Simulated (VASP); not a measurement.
Wanted: the native input for a VASP 6.6.1 run.

```
Task                   : single point
Functional             : PBEsol
Potentials or basis    : VASP PAW PBE potentials, release 64 (Se, W_sv)
Cutoff                 : 520 eV
k mesh                 : 4 × 4 × 1
Occupations            : gaussian, width 0.05 eV
Spin                   : no spin polarisation
Dipole correction      : yes
Further INCAR settings : LREAL = Auto; ALGO = Normal; EDIFF = 1e-06; NBANDS = 78
```

The structure of WSe2 lies in POSCAR:

```
WSe2
1.0
    3.2711504003      0.0000000000      0.0000000000
   -1.6355752001      2.8328993462      0.0000000000
    0.0000000000      0.0000000000     44.7891756116
Se W
10 5
Direct
    0.3333333333      0.6666666667      0.1674511731
    0.3333333333      0.6666666667      0.2421977774
    0.6666666667      0.3333333333      0.3150389355
    0.6666666667      0.3333333333      0.3897855398
    0.3333333333      0.6666666667      0.4626266978
    0.3333333333      0.6666666667      0.5373733022
    0.6666666667      0.3333333333      0.6102144602
    0.6666666667      0.3333333333      0.6849610645
    0.3333333333      0.6666666667      0.7578022226
    0.3333333333      0.6666666667      0.8325488269
    0.6666666667      0.3333333333      0.2048244753
    0.3333333333      0.6666666667      0.3524122376
    0.6666666667      0.3333333333      0.5000000000
    0.3333333333      0.6666666667      0.6475877624
    0.6666666667      0.3333333333      0.7951755247
```

The input as run:

INCAR

```
PREC     = Accurate       # precision mode
ENCUT    = 520            # plane-wave cutoff, eV
EDIFF    = 1E-6           # SCF threshold, eV
ISMEAR   = 0              # smearing method
SIGMA    = 0.05           # smearing width, eV
LREAL    = Auto         
LASPH    = True           # aspherical terms in the spheres
NELM     = 80             # most SCF steps
ALGO     = Normal         # electronic algorithm
ISIF     = 2              # what is computed and relaxed
LWAVE    = False          # write WAVECAR
LCHARG   = False          # write CHGCAR
LDIPOL   = True         
IDIPOL   = 3            
DIPOL    = 0.5 0.5 0.500
GGA      = PS             # functional
NBANDS   = 78             # bands
```

KPOINTS

```
regular mesh
0
Gamma
  4 4 1
```

Potentials or basis: VASP PAW PBE potentials, release 64 (Se, W_sv).

Command:

```bash
$ cat potpaw_PBE.64/Se/POTCAR potpaw_PBE.64/W_sv/POTCAR > POTCAR
$ mpirun -np 1 vasp_std > vasp.out
```

Results of the run:

| Quantity | Value |
| --- | --- |
| Largest force | 0.038 eV/Å |
| Band gap on the k mesh | 1.46 eV (least direct gap 2.23 eV) |

Caveat: the k points lie up to 0.55 Å⁻¹ apart; the PAW data sets were made with another functional, which shifts forces and pressure a little; spin-orbit coupling is left out, which moves the levels of the heavy elements.

Wall time 2.4 min on 1 thread of Intel(R) Xeon(R) 6975P-C (Granite Rapids) (shared host), peak memory 0.47 GiB.
